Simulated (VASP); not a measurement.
Wanted: the native input for a VASP 6.6.1 run.

| Property | Result |
| --- | --- |
| Task | single point |
| Functional | PBEsol |
| Potentials or basis | VASP PAW PBE potentials, release 64 (Hf_pv, H) |
| Cutoff | 520 eV |
| k mesh | 16 × 16 × 16 |
| Occupations | fermi-dirac, width 0.15 eV |
| Spin | no spin polarisation |
| Dipole correction | no |
| Further INCAR settings | ALGO = Normal; EDIFF = 1e-07; NBANDS = 13 |

The structure of HfH2 lies in POSCAR:

```
HfH2
1.0
   -1.7279355577      1.7279355577      2.1325904506
    1.7279355577     -1.7279355577      2.1325904506
    1.7279355577      1.7279355577     -2.1325904506
Hf H
1 2
Direct
    0.0000000000      0.0000000000      0.0000000000
    0.7500000000      0.2500000000      0.5000000000
    0.2500000000      0.7500000000      0.5000000000
```

These files were run (other wordings do the same):

INCAR

```
SYSTEM = HfH2
PREC = Accurate ; ENCUT = 520
EDIFF = 1E-7 ; ISMEAR = -1
SIGMA = 0.15 ; LREAL = .False.
LASPH = .True. ; NELM = 60
ALGO = Normal ; ISIF = 2
LWAVE = .False. ; LCHARG = .False.
GGA = PS ; NBANDS = 13
```

KPOINTS

```
Automatic mesh
0
Gamma
  16 16 16
  0 0 0
```

Potentials or basis: VASP PAW PBE potentials, release 64 (Hf_pv, H).

Launch:

```bash
$ cat potpaw_PBE.64/Hf_pv/POTCAR potpaw_PBE.64/H/POTCAR > POTCAR
$ mpirun -np 1 vasp_std > vasp.out
```

It gave:

| Item | Value |
| --- | --- |
| Pressure | -0.6 GPa |
| Band gap on the k mesh | zero (bands 6 and 7 overlap by 1.23 eV) |

Caveat: the PAW data sets were made with another functional, which shifts forces and pressure a little; spin-orbit coupling is left out, which moves the levels of the heavy elements.

Run time: 85 s on 1 thread of Intel Xeon 8259CL, on a shared host, peak memory 0.24 GiB.
